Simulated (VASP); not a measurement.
Wanted: the native input for a VASP 6.6.1 run.

```yaml
Task: single point
Functional: PBE
Potentials_or_basis: VASP PAW PBE potentials, release 64 (Li_sv, H)
Cutoff: 520 eV
k_mesh: 8 × 8 × 8
Occupations: fermi-dirac, width 0.2 eV
Spin: no spin polarisation
Dipole_correction: no
Further_INCAR_settings: ALGO = Normal; EDIFF = 1e-07; NBANDS = 9
```

The structure of LiH lies in POSCAR:

```
LiH
1.0
    0.0000000000      1.9984726907      1.9984726907
    1.9984726907      0.0000000000      1.9984726907
    1.9984726907      1.9984726907      0.0000000000
Li H
1 1
Direct
    0.0000000000      0.0000000000      0.0000000000
    0.5000000000      0.5000000000      0.5000000000
```

These files were run (other wordings do the same):

INCAR

```
SYSTEM = LiH
PREC = Accurate
ENCUT = 520
EDIFF = 1E-7
ISMEAR = -1
SIGMA = 0.2
LREAL = .FALSE.
LASPH = .TRUE.
NELM = 60
ALGO = Normal
ISIF = 2
LWAVE = .FALSE.
LCHARG = .FALSE.
GGA = PE
NBANDS = 9
```

KPOINTS

```
regular mesh
0
G
  8 8 8
  0 0 0
```

Potentials or basis: VASP PAW PBE potentials, release 64 (Li_sv, H).

The run is started by

```bash
$ cat potpaw_PBE.64/Li_sv/POTCAR potpaw_PBE.64/H/POTCAR > POTCAR
$ mpirun -np 1 vasp_std > vasp.out
```

Results of the run:

```
Band gap on the k mesh : 2.97 eV, direct
```

Run time: 3.1 s on 1 thread of Intel(R) Xeon(R) Platinum 8488C (Sapphire Rapids) (shared host), peak memory 0.12 GiB.
